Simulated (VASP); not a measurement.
# La2Zr2O (P-6m2) in VASP: further runs, part 2 of 3

VASP 6.6.1. The steps go on from the part before.

## Step 3: Single point, PBE

This run uses another cell than the first one, of 26.30 Å³/atom, 1.085 times its volume.

The input, INCAR:

```
SYSTEM = La2Zr2O
ALGO     = Normal         ! electronic algorithm
EDIFF    = 1E-6           ! SCF threshold, eV
ENCUT    = 520            ! plane-wave cutoff, eV
GGA      = PE             ! functional
ISIF     = 2              ! what is computed and relaxed
ISMEAR   = 0              ! smearing method
LASPH    = .True.         ! aspherical terms in the spheres
LCHARG   = .False.        ! write CHGCAR
LREAL    = .False.        ! projectors in reciprocal space
LWAVE    = .False.        ! write WAVECAR
NBANDS   = 34             ! bands
NELM     = 100            ! most SCF steps
PREC     = Accurate       ! precision mode
SIGMA    = 0.1            ! smearing width, eV
```

The input, KPOINTS:

```
k-points
0
Gamma
  12 12 4
  0 0 0
```

The input, POSCAR:

```
La2Zr2O
1.0
    3.5576430117      0.0000000000      0.0000000000
   -1.7788215058      3.0810092258      0.0000000000
    0.0000000000      0.0000000000     11.9983404588
La Zr O
2 2 1
Direct
    0.0000000000      0.0000000000      0.7236220940
    0.0000000000      0.0000000000      0.2763779060
    0.6666666667      0.3333333333      0.5000000000
    0.3333333333      0.6666666667      0.0000000000
    0.6666666667      0.3333333333      0.0000000000
```

Potentials or basis: VASP PAW PBE potentials, release 64 (La, Zr_sv, O).

Launch:

```console
$ cat potpaw_PBE.64/La/POTCAR potpaw_PBE.64/Zr_sv/POTCAR potpaw_PBE.64/O/POTCAR > POTCAR
$ mpirun -np 1 vasp_std > vasp.out
```

OUTCAR:

```text
SYSTEM = La2Zr2O
   EDIFF = 1E-6
   ENCUT = 520
   GGA = PE
   ISIF = 2
   ISMEAR = 0
   LASPH = .True.
   LREAL = .False.
   NELM = 100
   PREC = Accurate

 ion  position               nearest neighbor table
   1  0.000  0.000  0.724-   3 3.38   3 3.38   3 3.38
   2  0.000  0.000  0.276-   3 3.38   3 3.38   3 3.38
   3  0.667  0.333  0.500-   1 3.38   2 3.38   1 3.38   2 3.38   1 3.38   2 3.38
   4  0.333  0.667  0.000-   5 2.05   5 2.05   5 2.05
   5  0.667  0.333  0.000-   4 2.05   4 2.05   4 2.05

  LATTYP: Found a hexagonal cell.
 ALAT       =     3.5576430117
 C/A-ratio  =     3.3725532380

  Lattice vectors:

 A1 = (   3.5576430117,   0.0000000000,   0.0000000000)
 A2 = (  -1.7788215058,   3.0810092258,   0.0000000000)
 A3 = (   0.0000000000,   0.0000000000,  11.9983404588)

Analysis of symmetry for initial positions (statically):
=====================================================================
 Subroutine PRICEL returns:
 Original cell was already a primitive cell.

 Routine SETGRP: Setting up the symmetry group for a
 hexagonal supercell.

 Subroutine GETGRP returns: Found 12 space group operations
 (whereof 12 operations were pure point group operations)
 out of a pool of 24 trial point group operations.

The static configuration has the point symmetry D_3h.

Analysis of symmetry for dynamics (positions and initial velocities):
=====================================================================
 Subroutine PRICEL returns:
 Original cell was already a primitive cell.

 Routine SETGRP: Setting up the symmetry group for a
 hexagonal supercell.

 Subroutine GETGRP returns: Found 12 space group operations
 (whereof 12 operations were pure point group operations)
[... 117 lines left out ...]
   TEBEG  =    0.0;   TEEND  =   0.0 temperature during run
   PSTRESS=    0.0 pullay stress
   NELECT =      52.0000    total number of electrons
   NUPDOWN=      -1.0000    fix difference up-down
   EMIN   =  10.00;   EMAX   =-10.00  energy-range for DOS
   EFERMI =   0.00;   METHOD = LEGACY
   ISMEAR =     0;   SIGMA  =   0.10  broadening in eV -4-tet -1-fermi 0-gaus
   EFERMI_NEDOS =   21; number of points for ismear=-14 and -15
   IALGO  =     38    algorithm
   IMIX   =      4    mixing-type and parameters
     AMIX     =   0.40;   BMIX     =  1.00
     AMIX_MAG =   1.60;   BMIX_MAG =  1.00
  volume/ion in A,a.u.               =      26.30       177.50
  Fermi-wavevector in a.u.,A,eV,Ry     =   1.201574  2.270645 19.643812  1.443779
  Thomas-Fermi vector in A             =   2.337379
   LORBIT       =      0    0 simple, 1 ext, 2 COOP (PROOUT), +10 PAW based schemes
   GGA     = PE    functional components
   LHFCALC =     F    Hartree Fock is set to
   AEXX    =    0.0000 exact exchange contribution
   IVDW    =     0    specifies the selected vdW correction
   LEPSILON=     F    determine dielectric tensor
   LRPA    =     F    only Hartree local field effects (RPA)
 non-spin polarized calculation
 Gauss-broadening in eV      SIGMA  =   0.10
  energy-cutoff  :      520.00
  volume of cell :      131.52
 maximum number of plane-waves:      3597
 NGX is ok and might be reduce to    28
   NGX = 13   NGY = 13   NGZ = 45

 number of electron      51.9999997 magnetization

 Free energy of the ion-electron system (eV)
  ---------------------------------------------------
  ext. energy  EPLUGINS =         0.00000000
  ---------------------------------------------------
  free energy    TOTEN  =       -35.45570137 eV

  energy without entropy =      -35.42942428  energy(sigma->0) =      -35.44256283

 E-fermi :   8.0674     XC(G=0): -10.0712

 val. band max:        8.0491015983   @ k =   0.4167   0.1667   0.0000
 cond. band min:       8.0953688472   @ k =   0.1667   0.1667   0.5000
 fundamental gap:      0.0462672489
 Fermi energy:         8.0673899991

 k-point     1 :       0.0000    0.0000    0.0000
  band No.  band energies     occupation
      1     -41.8259      2.00000
      2     -41.0894      2.00000
      3     -24.6554      2.00000
      4     -24.6499      2.00000
      5     -19.8220      2.00000
      6     -19.8166      2.00000
[... 877 lines left out ...]
     33       9.7329      0.00000
     34       9.9237      0.00000

 [... further k-points ...]
[... 5 lines left out ...]
  --------------------------------------------------------------------------------------
  -------------------------------------------------------------------------------------
  Total        0.1182598      0.1182598      0.0326611      0.0000000     -0.0000000      0.0000000
  in kB        1.4406918      1.4406918      0.3978913      0.0000000     -0.0000000      0.0000000
  external PRESSURE =       1.0930917 kB  Pullay stress =       0.0000000 kB

 VOLUME and BASIS-vectors are now :
 -----------------------------------------------------------------------------
  energy-cutoff  :      520.00
  volume of cell :      131.52
      direct lattice vectors                 reciprocal lattice vectors
     3.557643012  0.000000000  0.000000000     0.281084976  0.162284486  0.000000000
    -1.778821506  3.081009226  0.000000000     0.000000000  0.324568973  0.000000000
     0.000000000  0.000000000 11.998340459     0.000000000  0.000000000  0.083344860

 POSITION                                       TOTAL-FORCE (eV/Angst)
 -----------------------------------------------------------------------------------
      0.00000      0.00000      8.68226        -0.000000      0.000000      0.000602
      0.00000      0.00000      3.31608        -0.000000      0.000000     -0.000602
      1.77882      1.02700      5.99917        -0.000000      0.000000      0.000000
     -0.00000      2.05401      0.00000         0.000000      0.000000      0.000000
      1.77882      1.02700      0.00000         0.000000     -0.000000      0.000000
 -----------------------------------------------------------------------------------
    total drift:                               -0.000001      0.000001      0.000000

  FREE ENERGIE OF THE ION-ELECTRON SYSTEM (eV)
  ---------------------------------------------------
  free  energy   TOTEN  =       -35.4557013714 eV

  energy  without entropy=      -35.4294242818  energy(sigma->0) =      -35.44256283
```

OSZICAR:

```text
N       E                     dE             d eps       ncg     rms          rms(c)
DAV:   1     0.748345526740E+03    0.74835E+03   -0.21179E+04  3924   0.212E+03
DAV:   2     0.103303619267E+03   -0.64504E+03   -0.61983E+03  5308   0.418E+02
DAV:   3    -0.204353818430E+02   -0.12374E+03   -0.12051E+03  6124   0.230E+02
DAV:   4    -0.385920210600E+02   -0.18157E+02   -0.17592E+02  7202   0.654E+01
DAV:   5    -0.416139922816E+02   -0.30220E+01   -0.29831E+01  7552   0.241E+01    0.212E+01
DAV:   6    -0.353845720443E+02    0.62294E+01   -0.66048E+01  6160   0.346E+01    0.102E+01
DAV:   7    -0.354539867592E+02   -0.69415E-01   -0.14535E+01  7464   0.251E+01    0.580E+00
DAV:   8    -0.358672552378E+02   -0.41327E+00   -0.43261E+00  7112   0.668E+00    0.374E+00
DAV:   9    -0.354636037890E+02    0.40365E+00   -0.23202E+00  6712   0.386E+00    0.169E+00
DAV:  10    -0.354779058130E+02   -0.14302E-01   -0.53895E-01  6576   0.268E+00    0.892E-01
DAV:  11    -0.354550307981E+02    0.22875E-01   -0.13679E-01  6696   0.129E+00    0.321E-01
DAV:  12    -0.354555718128E+02   -0.54101E-03   -0.91684E-03  7064   0.607E-01    0.116E-01
DAV:  13    -0.354556579869E+02   -0.86174E-04   -0.10066E-03  7280   0.177E-01    0.609E-02
DAV:  14    -0.354556856690E+02   -0.27682E-04   -0.18260E-04  7360   0.796E-02    0.278E-02
DAV:  15    -0.354557049054E+02   -0.19236E-04   -0.67654E-05  6832   0.483E-02    0.113E-02
DAV:  16    -0.354557021215E+02    0.27839E-05   -0.13549E-05  6200   0.227E-02    0.427E-03
DAV:  17    -0.354557013714E+02    0.75010E-06   -0.74897E-07  3384   0.916E-03
   1 F= -.35455701E+02 E0= -.35442563E+02  d E =-.262771E-01
```

stdout:

```text
POSCAR found type information on POSCAR LaZrO
 POSCAR found :  3 types and       5 ions
 scaLAPACK will be used
 LDA part: xc-table for (Slater+PW92), standard interpolation
 POSCAR, INCAR and KPOINTS ok, starting setup
 FFT: planning ... GRIDC
 FFT: planning ... GRID_SOFT
 FFT: planning ... GRID
 WAVECAR not read
 entering main loop
```

It took 4.1 min on 1 thread of Intel Xeon Platinum 8488C (Sapphire Rapids), shared host; peak memory 0.43 GiB.

What came out:

* Free energy: -35.4557 eV
* Pressure: 0.1 GPa
* Band gap on the k mesh: zero (band 26 reaches 8.80 eV, above the bottom of band 27 at 7.72 eV)

Levels at points of the mesh, in eV from the Fermi level:
| k point | band 22 | band 23 | band 24 | band 25 | band 26 | band 27 | band 28 | band 29 | band 30 | band 31 |
| --- | --- | --- | --- | --- | --- | --- | --- | --- | --- | --- |
| (0.00, 0.00, 0.00) | -2.36 | -1.95 | -1.27 | 0.60 | 0.66 | 0.73 | 0.73 | 0.96 | 0.96 | 1.49 |
| (0.50, 0.00, 0.00) | -1.89 | -1.69 | -1.11 | -0.82 | -0.37 | 0.09 | 0.50 | 0.62 | 0.96 | 1.07 |
| (0.00, 0.00, 0.50) | -2.85 | -1.99 | -1.01 | 0.73 | 0.73 | 0.78 | 1.01 | 1.01 | 1.03 | 1.18 |
| (0.50, 0.00, 0.50) | -1.83 | -1.77 | -1.65 | -0.63 | -0.44 | 0.41 | 0.55 | 0.82 | 0.83 | 1.11 |

Caveat: spin-orbit coupling is left out, which moves the levels of the heavy elements.

## Step 4: Relaxation of cell and atoms, PBE

This run uses another cell than the first one, of 26.35 Å³/atom, 1.087 times its volume.

The input, INCAR:

```
  PREC = Accurate
  ENCUT = 600
  EDIFF = 1E-7
  ISMEAR = 0
  SIGMA = 0.1
  LREAL = False
  LASPH = True
  NELM = 100
  ALGO = Normal
  ISIF = 3
  LWAVE = False
  LCHARG = False
  GGA = PE
  IBRION = 2
  NSW = 100
  EDIFFG = -0.01
```

The input, KPOINTS:

```
regular mesh
0
Gamma
  12 12 4
```

The input, POSCAR:

```
La2Zr2O
1.0
    3.5677621623      0.0000000000      0.0000000000
   -1.7838810811      3.0897726672      0.0000000000
    0.0000000000      0.0000000000     11.9538776405
La Zr O
2 2 1
Direct
    0.0000000000      0.0000000000      0.7221991266
    0.0000000000      0.0000000000      0.2778008734
    0.6666666667      0.3333333333      0.5000000000
    0.3333333333      0.6666666667      0.0000000000
    0.6666666667      0.3333333333      0.0000000000
```

Potentials or basis: VASP PAW PBE potentials, release 64 (La, Zr_sv, O).

Launch:

```console
$ cat potpaw_PBE.64/La/POTCAR potpaw_PBE.64/Zr_sv/POTCAR potpaw_PBE.64/O/POTCAR > POTCAR
$ mpirun -np 1 vasp_std > vasp.out
```

OUTCAR:

```text
PREC = Accurate
   ENCUT = 600
   EDIFF = 1E-7
   ISMEAR = 0
   LREAL = False
   LASPH = True
   NELM = 100
   ISIF = 3
   GGA = PE
   IBRION = 2
   NSW = 100
   EDIFFG = -0.01

 ion  position               nearest neighbor table
   1  0.000  0.000  0.722-   3 3.36   3 3.36   3 3.36
   2  0.000  0.000  0.278-   3 3.36   3 3.36   3 3.36
   3  0.667  0.333  0.500-   1 3.36   2 3.36   1 3.36   2 3.36   1 3.36   2 3.36
   4  0.333  0.667  0.000-   5 2.06   5 2.06   5 2.06
   5  0.667  0.333  0.000-   4 2.06   4 2.06   4 2.06

  LATTYP: Found a hexagonal cell.
 ALAT       =     3.5677621623
 C/A-ratio  =     3.3505253704

  Lattice vectors:

[... 419 lines left out ...]

 number of electron      52.0000000 magnetization

 Free energy of the ion-electron system (eV)
  ---------------------------------------------------
  ext. energy  EPLUGINS =         0.00000000
  ---------------------------------------------------
  free energy    TOTEN  =       -35.45940639 eV

  energy without entropy =      -35.43310042  energy(sigma->0) =      -35.44625341

 E-fermi :   8.0558     XC(G=0): -10.0664

 val. band max:        8.0372935673   @ k =   0.4167   0.1667   0.0000
 cond. band min:       8.0820219458   @ k =   0.1667   0.1667   0.5000
 fundamental gap:      0.0447283785
 Fermi energy:         8.0558271789

 k-point     1 :       0.0000    0.0000    0.0000
  band No.  band energies     occupation
      1     -41.8410      2.00000
      2     -41.1026      2.00000
      3     -24.6680      2.00000
      4     -24.6626      2.00000
      5     -19.8370      2.00000
      6     -19.8314      2.00000
[... 805 lines left out ...]
     30       9.1384      0.00000
     31       9.1503      0.00000

 [... further k-points ...]
[... 5 lines left out ...]
  --------------------------------------------------------------------------------------
  -------------------------------------------------------------------------------------
  Total        0.0093841      0.0093841     -0.0105529      0.0000000     -0.0000000     -0.0000000
  in kB        0.1141953      0.1141953     -0.1284178      0.0000000     -0.0000000     -0.0000000
  external PRESSURE =       0.0333242 kB  Pullay stress =       0.0000000 kB
[... 20 lines left out ...]
  FREE ENERGIE OF THE ION-ELECTRON SYSTEM (eV)
  ---------------------------------------------------
  free  energy   TOTEN  =       -35.4594063930 eV

  energy  without entropy=      -35.4331004230  energy(sigma->0) =      -35.44625341

 reached required accuracy - stopping structural energy minimisation
```

CONTCAR:

```text
La2Zr2O
   1.00000000000000
     3.5593388680952698   -0.0000000000001372   -0.0000000000000000
    -1.7796694339978716    3.0824778804353121    0.0000000000000000
     0.0000000000000000   -0.0000000000000000   12.0001658115954761
  La              Zr              O
     2     2     1
Direct
     1.0000000000000000    0.0000000000000000    0.7235712545523743
     0.0000000000000000    0.0000000000000000    0.2764287454476256
     0.6666666667000030    0.3333333332999970    0.5000000000000000
     0.3333333332999970    0.6666666667000030    0.0000000000000000
     0.6666666667000030    0.3333333332999970    0.0000000000000000

  0.00000000E+00  0.00000000E+00  0.00000000E+00
  0.00000000E+00  0.00000000E+00  0.00000000E+00
  0.00000000E+00  0.00000000E+00  0.00000000E+00
  0.00000000E+00  0.00000000E+00  0.00000000E+00
  0.00000000E+00  0.00000000E+00  0.00000000E+00
```

Wall time 25 min (1 thread of Intel Xeon Platinum 8488C (Sapphire Rapids), shared host); peak memory 0.5 GiB.

What came out:

```yaml
Free_energy: -35.4594 eV
Relaxed_volume: 26.33 Å³/atom
Relaxed_cell: a = 3.559 Å, b = 3.559 Å, c = 12.000 Å, α = 90.00°, β = 90.00°, γ = 120.00°
Space_group_after_relaxing_to_0.05_Å: P-6m2 (No. 187)
Energy_gained_by_relaxing: 0.5 meV/atom
Ionic_steps: 7
Pressure_after_relaxing: 0.0 GPa
Band_gap_on_the_k_mesh: zero (band 26 reaches 8.79 eV, above the bottom of band 27 at 7.70 eV)
```

The path:
```
step  energy change (eV)  largest force (eV/Å)  pressure (GPa)  volume (Å³)
   1              0.0000                0.0818           -0.11       131.77
   2             -0.0016                0.0592            0.16       131.44
   3             -0.0017                0.0562            0.19       131.40
   4             -0.0022                0.0274           -0.04       131.90
   5             -0.0022                0.0269           -0.04       131.91
   6             -0.0023                0.0197           -0.03       131.85
   7             -0.0025                0.0003            0.00       131.66
```

Final structure:
```
CELL_PARAMETERS angstrom
3.55934 0.00000 0.00000
-1.77967 3.08248 0.00000
0.00000 0.00000 12.00017
ATOMIC_POSITIONS crystal
La 0.00000 0.00000 0.72357
La 0.00000 0.00000 0.27643
Zr 0.66667 0.33333 0.50000
Zr 0.33333 0.66667 0.00000
O 0.66667 0.33333 0.00000
```

Caveat: spin-orbit coupling is left out, which moves the levels of the heavy elements.

(Part 2 of 3 ends here.)
